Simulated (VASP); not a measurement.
Input of a VASP 6.6.1 run:

Contents of INCAR:

```
SYSTEM = TiO2
PREC = Accurate ; ENCUT = 520
EDIFF = 1E-6 ; ISMEAR = 0
SIGMA = 0.1 ; LREAL = .FALSE.
LASPH = .TRUE. ; NELM = 60
ALGO = Normal ; ISIF = 2
LWAVE = .FALSE. ; LCHARG = .FALSE.
GGA = PE ; NBANDS = 60
```

The input KPOINTS:

```
regular mesh
0
G
  4 4 2
  0 0 0
```

The input POSCAR:

```
TiO2
1.0
    0.0006611446      3.7997965321     -0.0000738420
   -1.9006689422     -1.9003119274      4.8484419386
    7.5976194465      0.0012966321     -0.0014299262
Ti O
4 8
Direct
   -0.0000955975      0.0000457244      0.0001097517
   -0.0000112844      0.0000752476      0.5001108607
    0.7501866589      0.4999455943      0.1249120513
    0.7500272496      0.4999623531      0.6249096875
    0.2065163057      0.4130662016      0.1031637793
    0.2065283172      0.4130853747      0.6031542399
    0.9565682702      0.9130828247      0.2283070093
    0.9565382206      0.9130947498      0.7283026743
    0.5434381715      0.0869044030      0.0218343161
    0.5434570636      0.0869302884      0.5218279062
    0.7934382958      0.5869114630      0.3966826078
    0.7934083286      0.5868957755      0.8966851158
```

Potentials or basis: VASP PAW PBE potentials, release 64 (Ti_sv, O).

Command:

```console
$ cat potpaw_PBE.64/Ti_sv/POTCAR potpaw_PBE.64/O/POTCAR > POTCAR
$ mpirun -np 1 vasp_std > vasp.out
```

What does it give for the largest force?

0.019 eV/Å.

What does it give for the band gap on the k mesh?

2.15 eV.

Forces in eV/Å, atoms in the order of the input:
```
Ti  -0.001  0.001  0.000
Ti  -0.001  0.000 -0.001
Ti   0.001 -0.002 -0.001
Ti   0.000  0.000  0.000
O    0.000  0.002  0.019
O    0.000  0.001  0.019
O    0.000  0.000  0.019
O    0.001  0.000  0.019
O    0.000 -0.001 -0.019
O    0.000 -0.001 -0.019
O    0.001  0.000 -0.019
O    0.000  0.000 -0.018
```

Caveat: the k points lie up to 0.44 Å⁻¹ apart. A k mesh can miss the band edges.
